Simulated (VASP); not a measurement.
Crystal: Bi.

```
Bi
1.0
     3.28099    0.00000    0.00000
     0.00000    3.26404    0.00000
    -0.08151    0.00000    6.52869
Bi
2
Direct
  0.54425 0.00000 0.74958
  0.45575 0.00000 0.25042
```

Base run:

| Item | Value |
| --- | --- |
| Program | VASP 6.6.1 |
| Functional | r2SCAN |
| Potentials or basis | VASP PAW PBE potentials, release 64 (Bi_d) |
| Cutoff | 520 eV |
| k mesh | 8 × 8 × 4 |
| Occupations | fermi-dirac, width 0.05 eV |
| Spin | no spin polarisation |

Its results: band gap on the k mesh zero (bands 15 and 16 overlap by 6.43 eV); pressure -1.0 GPa; largest force 0.034 eV/Å.

The run is repeated on the same cell with these changes: functional from r2SCAN to PBEsol; further incar settings from ALGO = Normal; EDIFF = 1e-06; NBANDS = 22 to ALGO = Fast; EDIFF = 1e-07; NBANDS = 22. What comes out?

Band gap on the k mesh zero (bands 15 and 16 overlap by 6.05 eV); pressure -2.4 GPa; largest force 0.019 eV/Å.

Caveats: the PAW data sets were made with another functional, which shifts forces and pressure a little; spin-orbit coupling is left out, which moves the levels of the heavy elements.
